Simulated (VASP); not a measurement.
# HfO2 in VASP: single point with LDA

Aim: the single point of HfO2 with LDA.

Program: VASP 6.6.1. These are calculated values, not measurements. Logs are shortened: lines on timing, memory, paths and dates and some standing lists are left out, and cuts for length are marked.

## (1) The cell of the first run

The typed cell holds 12 atoms: a = 5.485 Å, b = 3.255 Å, c = 6.397 Å, α = 89.99°, β = 90.00°, γ = 90.00°.

## (2) Single point, LDA (all atoms moved at random, sigma 0.15 Å a component, then relaxed in part)

Input file INCAR:

```
SYSTEM = HfO2
ALGO = Normal ; EDIFF = 1E-7
ENCUT = 520 ; ISIF = 2
ISMEAR = 0 ; LASPH = .TRUE.
LCHARG = .TRUE. ; LELF = .TRUE.
LREAL = .FALSE. ; LVHAR = .TRUE.
LWAVE = .FALSE. ; NBANDS = 56
NELM = 60 ; PREC = Accurate
SIGMA = 0.05
```

Input file KPOINTS:

```
k-points
0
G
  4 8 4
  0 0 0
```

Input file POSCAR:

```
HfO2
1.0
    5.4848720386      0.0000224040      0.0000722550
    0.0000132961      3.2553196537      0.0001512559
    0.0000842573      0.0002972015      6.3965470871
Hf O
4 8
Direct
    0.7543522122      0.2499414908      0.1133410722
    0.2456503569      0.7500294297      0.8866610779
    0.2543519205      0.2500493332      0.3866521858
    0.7456525118      0.7499701710      0.6133518027
    0.9749773289      0.7500368936      0.3385312285
    0.0250212479      0.2499791659      0.6614635303
    0.4749739470      0.7499699765      0.1614691979
    0.5250231934      0.2500223082      0.8385302402
    0.8592767606      0.7499862212      0.9265616963
    0.1407175270      0.2500034351      0.0734401307
    0.3592828047      0.7500133019      0.5734280459
    0.6407201890      0.2499982731      0.4265697916
```

Potentials or basis: VASP PAW LDA potentials, release 64 (Hf_pv, O).

Run with:

```bash
$ cat potpaw_LDA.64/Hf_pv/POTCAR potpaw_LDA.64/O/POTCAR > POTCAR
$ mpirun -np 1 vasp_std > vasp.out
```

OUTCAR:

```text
SYSTEM = HfO2
   EDIFF = 1E-7
   ENCUT = 520
   ISIF = 2
   ISMEAR = 0
   LASPH = .TRUE.
   LREAL = .FALSE.
   NELM = 60
   PREC = Accurate

 ion  position               nearest neighbor table
   1  0.754  0.250  0.113-  12 2.10   9 2.10   9 2.10  10 2.13   8 2.16   7 2.26   7 2.26   5 2.49
                             5 2.49   3 3.25   3 3.25   2 3.47   2 3.47   2 3.54   2 3.54   4 3.59
   2  0.246  0.750  0.887-  11 2.10  10 2.10  10 2.10   9 2.13   7 2.16   8 2.26   8 2.26   6 2.49
                             6 2.49   4 3.25   4 3.25   1 3.47   1 3.47   1 3.54   1 3.54   3 3.59
   3  0.254  0.250  0.387-  10 2.10  11 2.10  11 2.10  12 2.13   6 2.16   5 2.26   5 2.26   7 2.49
                             7 2.49   1 3.25   1 3.25   4 3.47   4 3.47   4 3.54   4 3.54   2 3.59
   4  0.746  0.750  0.613-   9 2.10  12 2.10  12 2.10  11 2.13   5 2.16   6 2.26   6 2.26   8 2.49
                             8 2.49   2 3.25   2 3.25   3 3.47   3 3.47   3 3.54   3 3.54   1 3.59
   5  0.975  0.750  0.339-   4 2.16   3 2.26   3 2.26   1 2.49   1 2.49
   6  0.025  0.250  0.661-   3 2.16   4 2.26   4 2.26   2 2.49   2 2.49
   7  0.475  0.750  0.161-   2 2.16   1 2.26   1 2.26   3 2.49   3 2.49
   8  0.525  0.250  0.839-   1 2.16   2 2.26   2 2.26   4 2.49   4 2.49
   9  0.859  0.750  0.927-   4 2.10   1 2.10   1 2.10   2 2.13
  10  0.141  0.250  0.073-   3 2.10   2 2.10   2 2.10   1 2.13
  11  0.359  0.750  0.573-   2 2.10   3 2.10   3 2.10   4 2.13
  12  0.641  0.250  0.427-   1 2.10   4 2.10   4 2.10   3 2.13

  LATTYP: Found a triclinic cell.
 ALAT       =     3.2553196572
 B/A-ratio  =     1.9592967779
 C/A-ratio  =     1.9649520686
 COS(alpha) =     0.0000247726
 COS(beta)  =     0.0000929271
 COS(gamma) =     0.5103801763

  Lattice vectors:

 A1 = (   0.0000132961,   3.2553196537,   0.0001512559)
 A2 = (  -5.4848587425,   3.2552972497,   0.0000790009)
 A3 = (   0.0000842573,   0.0002972015,   6.3965470871)

Analysis of symmetry for initial positions (statically):
=====================================================================
 Subroutine PRICEL returns:
 Original cell was already a primitive cell.

 Routine SETGRP: Setting up the symmetry group for a
 triclinic supercell.

 Subroutine GETGRP returns: Found  1 space group operations
 (whereof  1 operations were pure point group operations)
 out of a pool of  2 trial point group operations.

The static configuration has the point symmetry C_1 .

Analysis of symmetry for dynamics (positions and initial velocities):
=====================================================================
 Subroutine PRICEL returns:
 Original cell was already a primitive cell.

 Routine SETGRP: Setting up the symmetry group for a
 triclinic supercell.

 Subroutine GETGRP returns: Found  1 space group operations
 (whereof  1 operations were pure point group operations)
 out of a pool of  2 trial point group operations.

The dynamic configuration has the point symmetry C_1 .

 Subroutine INISYM returns: Found  1 space group operations
 (whereof  1 operations are pure point group operations),
 and found     1 'primitive' translations

----------------------------------------------------------------------------------------

                                     Primitive cell

  volume of cell :     114.2104

  direct lattice vectors                    reciprocal lattice vectors
     5.484872039  0.000022404  0.000072255     0.182319659 -0.000000745 -0.000002402
     0.000013296  3.255319654  0.000151256    -0.000001255  0.307189496 -0.000014273
     0.000084257  0.000297201  6.396547087    -0.000002059 -0.000007264  0.156334346

  length of vectors
     5.484872039  3.255319657  6.396547095     0.182319659  0.307189496  0.156334346

  position of ions in fractional coordinates (direct lattice)
     0.754352212  0.249941491  0.113341072
     0.245650357  0.750029430  0.886661078
     0.254351920  0.250049333  0.386652186
     0.745652512  0.749970171  0.613351803
     0.974977329  0.750036894  0.338531229
     0.025021248  0.249979166  0.661463530
     0.474973947  0.749969976  0.161469198
     0.525023193  0.250022308  0.838530240
     0.859276761  0.749986221  0.926561696
     0.140717527  0.250003435  0.073440131
     0.359282805  0.750013302  0.573428046
     0.640720189  0.249998273  0.426569792

  ion indices of the primitive-cell ions
   primitive index   ion index
                 1           1
                 2           2
                 3           3
                 4           4
                 5           5
                 6           6
                 7           7
                 8           8
                 9           9
                10          10
                11          11
                12          12

----------------------------------------------------------------------------------------

 KPOINTS: k-points

Automatic generation of k-mesh.
 Grid dimensions read from file:
 generate k-points for:    4    8    4

 Generating k-lattice:

  Cartesian coordinates                     Fractional coordinates (reciprocal lattice)
     0.045579915 -0.000000186 -0.000000600     0.250000000 -0.000000000  0.000000000
    -0.000000157  0.038398687 -0.000001784     0.000000000  0.125000000  0.000000000
    -0.000000515 -0.000001816  0.039083586     0.000000000  0.000000000  0.250000000

  Length of vectors
     0.045579915  0.038398687  0.039083586

  Shift w.r.t. Gamma in fractional coordinates (k-lattice)
     0.000000000  0.000000000  0.000000000

 Subroutine IBZKPT returns following result:
 ===========================================

 Found     68 irreducible k-points:

 Following reciprocal coordinates:
            Coordinates               Weight
  0.000000  0.000000  0.000000      1.000000
  0.250000  0.000000  0.000000      2.000000
  0.500000  0.000000  0.000000      1.000000
  0.000000  0.125000  0.000000      2.000000
  0.250000  0.125000  0.000000      2.000000
  0.250000 -0.125000  0.000000      2.000000
[... 16 lines left out ...]
 -0.000000  0.125000  0.250000      2.000000
  0.250000  0.125000  0.250000      2.000000
 [... further k-points ...]
   k-points           NKPTS =     68   k-points in BZ     NKDIM =     68   number of bands    NBANDS=     56
   number of dos      NEDOS =    301   number of ions     NIONS =     12
   total plane-waves  NPLWV =  48384
   dimension x,y,z NGX =    42 NGY =   24 NGZ =   48
   dimension x,y,z NGXF=    84 NGYF=   48 NGZF=   96
   ions per type =               4   8
   NGX,Y,Z   is equivalent  to a cutoff of  12.73, 12.26, 12.48 a.u.
   NGXF,Y,Z  is equivalent  to a cutoff of  25.46, 24.51, 24.95 a.u.
 SYSTEM =  HfO2
   PREC   = accura    normal or accurate (medium, high low for compatibility)
   ISTART =      0    job   : 0-new  1-cont  2-samecut
   ICHARG =      2    charge: 1-file 2-atom 10-const
   ISPIN  =      1    spin polarized calculation?
   LNONCOLLINEAR =      F non collinear calculations
   LSORBIT =      F    spin-orbit coupling
   LASPH  =      T    aspherical Exc in radial PAW
   ENCUT  =  520.0 eV  38.22 Ry    6.18 a.u.  10.20  6.05 11.89*2*pi/ulx,y,z
   NELM   =     60;   NELMIN=  2; NELMDL= -5     # of ELM steps
   EDIFF  = 0.1E-06   stopping-criterion for ELM
   LREAL  =      F    real-space projection
   EDIFFG = 0.1E-05   stopping-criterion for IOM
   NSW    =      0    number of steps for IOM
   IBRION =     -1    ionic relax: 0-MD 1-quasi-New 2-CG
   NFREE  =      0    steps in history (QN), initial steepest desc. (CG)
   ISIF   =      2    stress and relaxation
   ISYM   =      2    0-nonsym 1-usesym 2-fastsym
   POTIM  = 0.5000    time-step for ionic-motion
   TEBEG  =    0.0;   TEEND  =   0.0 temperature during run
   PSTRESS=    0.0 pullay stress
   NELECT =      88.0000    total number of electrons
   NUPDOWN=      -1.0000    fix difference up-down
   EMIN   =  10.00;   EMAX   =-10.00  energy-range for DOS
   EFERMI =   0.00;   METHOD = LEGACY
   ISMEAR =     0;   SIGMA  =   0.05  broadening in eV -4-tet -1-fermi 0-gaus
   EFERMI_NEDOS =   21; number of points for ismear=-14 and -15
   IALGO  =     38    algorithm
   IMIX   =      4    mixing-type and parameters
     AMIX     =   0.40;   BMIX     =  1.00
     AMIX_MAG =   1.60;   BMIX_MAG =  1.00
  volume/ion in A,a.u.               =       9.52        64.23
  Fermi-wavevector in a.u.,A,eV,Ry     =   1.500838  2.836173 30.647322  2.252515
  Thomas-Fermi vector in A             =   2.612286
   LORBIT       =      0    0 simple, 1 ext, 2 COOP (PROOUT), +10 PAW based schemes
   GGA     = CA    functional components
   LHFCALC =     F    Hartree Fock is set to
   AEXX    =    0.0000 exact exchange contribution
   IVDW    =     0    specifies the selected vdW correction
   LEPSILON=     F    determine dielectric tensor
   LRPA    =     F    only Hartree local field effects (RPA)
 non-spin polarized calculation
 Gauss-broadening in eV      SIGMA  =   0.05
  energy-cutoff  :      520.00
  volume of cell :      114.21
 maximum number of plane-waves:      3120
 NGX is ok and might be reduce to    42
   NGX = 21   NGY = 13   NGZ = 23

 number of electron      87.9999995 magnetization

 Free energy of the ion-electron system (eV)
  ---------------------------------------------------
  ext. energy  EPLUGINS =         0.00000000
  ---------------------------------------------------
  free energy    TOTEN  =      -132.13889690 eV

  energy without entropy =     -132.13889690  energy(sigma->0) =     -132.13889690

 E-fermi :   5.3061     XC(G=0): -13.2033

 val. band max:        5.0944053253   @ k =   0.0000   0.0000   0.0000
 cond. band min:       8.2676126559   @ k =   0.0000   0.0000   0.0000
 fundamental gap:      3.1732073306
 Fermi energy:         5.3061278504

 k-point     1 :       0.0000    0.0000    0.0000
  band No.  band energies     occupation
      1     -24.6571      2.00000
      2     -24.4595      2.00000
      3     -24.3773      2.00000
      4     -24.2100      2.00000
      5     -24.1809      2.00000
      6     -24.0681      2.00000
[... 1405 lines left out ...]
     55      12.0702      0.00000
     56      12.2785      0.00000

 [... further k-points ...]

------------------------ aborting loop because EDIFF is reached ----------------------------------------

  FORCE on cell =-STRESS in cart. coord.  units (eV):
  Direction    XX          YY          ZZ          XY          YZ          ZX
  --------------------------------------------------------------------------------------
  -------------------------------------------------------------------------------------
  Total       -2.0356708     -2.0997590     -2.1642416     -0.0009339     -0.0035061     -0.0024134
  in kB      -28.5569880    -29.4560360    -30.3606157     -0.0131008     -0.0491842     -0.0338560
  external PRESSURE =     -29.4578799 kB  Pullay stress =       0.0000000 kB

 VOLUME and BASIS-vectors are now :
 -----------------------------------------------------------------------------
  energy-cutoff  :      520.00
  volume of cell :      114.21
      direct lattice vectors                 reciprocal lattice vectors
     5.484872039  0.000022404  0.000072255     0.182319659 -0.000000745 -0.000002402
     0.000013296  3.255319654  0.000151256    -0.000001255  0.307189496 -0.000014273
     0.000084257  0.000297201  6.396547087    -0.000002059 -0.000007264  0.156334346

 POSITION                                       TOTAL-FORCE (eV/Angst)
 -----------------------------------------------------------------------------------
      4.13754      0.81369      0.72508         0.014160      0.000563     -0.049252
      1.34745      2.44185      5.67170        -0.014393      0.000153      0.049443
      1.39512      0.81411      2.47330         0.014890     -0.000167      0.051550
      4.08987      2.44159      3.92350        -0.015259     -0.000124     -0.052535
      5.34766      2.44173      2.16561         0.012436     -0.000203      0.037251
      0.13730      0.81396      4.23112        -0.012385      0.000154     -0.036707
      2.60519      2.44145      1.03299         0.012447      0.000038     -0.037469
      2.87976      0.81416      5.36377        -0.012414     -0.000173      0.037535
      4.71311      2.44174      5.92697         0.006967     -0.000235      0.014723
      0.77183      0.81387      0.46981        -0.006326      0.000010     -0.015055
      1.97068      2.44171      3.66810         0.005855      0.000064     -0.012642
      3.51431      0.81397      2.72866        -0.005978     -0.000080      0.013157
 -----------------------------------------------------------------------------------
    total drift:                               -0.000000      0.000002     -0.000000

  FREE ENERGIE OF THE ION-ELECTRON SYSTEM (eV)
  ---------------------------------------------------
  free  energy   TOTEN  =      -132.1388969019 eV

  energy  without entropy=     -132.1388969019  energy(sigma->0) =     -132.13889690
```

Run time: 5 min. Hardware: 1 thread of Intel Xeon Platinum 8488C (Sapphire Rapids), shared host; peak memory 0.4 GiB.

What came out:

- Free energy: -132.1389 eV
- Pressure: -2.9 GPa
- Largest force: 0.055 eV/Å
- Band gap on the k mesh: 3.17 eV, direct

Forces in eV/Å, atoms in the order of the input:
```
Hf   0.014  0.001 -0.049
Hf  -0.014  0.000  0.049
Hf   0.015  0.000  0.052
Hf  -0.015  0.000 -0.053
O    0.012  0.000  0.037
O   -0.012  0.000 -0.037
O    0.012  0.000 -0.037
O   -0.012  0.000  0.038
O    0.007  0.000  0.015
O   -0.006  0.000 -0.015
O    0.006  0.000 -0.013
O   -0.006  0.000  0.013
```

Stress tensor (GPa, compression positive):
```
-2.86  0.00  0.00
 0.00 -2.95  0.00
 0.00  0.00 -3.04
```

Caveat: the cell differs from its parent crystal (all atoms moved at random, sigma 0.15 Å a component, then relaxed in part); spin-orbit coupling is left out, which moves the levels of the heavy elements.
